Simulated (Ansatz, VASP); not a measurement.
Two plane-wave programs on Be2Se3

```
Be Se
1.0
    -1.78303    5.31935    2.55069
     1.78303   -5.31935    2.55069
     1.78303    5.31935   -2.55069
Be Se
2 3
Direct
  0.58361 0.74796 0.83564
  0.91232 0.74796 0.16436
  0.65690 0.99534 0.66155
  0.33379 0.99534 0.33845
  0.01338 0.01338 0.00000
```

Change from the starting cell: built by hand: Ordered-vacancy zinc blende (Imm2 Ga2Te3 type) (Imm2, No. 44).

Alike in both runs: functional PBE; k mesh 5 × 5 × 5; occupations gaussian, width 0.2 eV; no spin polarisation.

Ansatz relaxed the structure, and its values are those at the end. VASP's run is a single point on that final structure, the one shown.

|  | VASP | Ansatz |
| --- | --- | --- |
| version | VASP 6.6.1 | Ansatz 0.2.0 |
| potentials or method | VASP PAW PBE potentials, release 64 (Be, Se), cutoff 520 eV | scalar-relativistic, plane waves, PAW |
| valence electrons in the cell | 22 | 52 |

|  | VASP | Ansatz | Ansatz less VASP |
| --- | --- | --- | --- |
| gap on the k mesh at the Fermi level (eV) | none | none | - |
| pressure (GPa) | 0.1 | 0.0 | -0.13 |
| rms of the force components (eV/Å) | 0.026 | 0.028 | +0.0017 |

A gap of «none» marks a metal or a gap that the smearing closes. VASP's potentials hold 22 valence electrons a cell and Ansatz's 52, so a difference there can come from the potentials and not from the codes.

The k mesh is coarse, so the values compare programs but aren't converged.
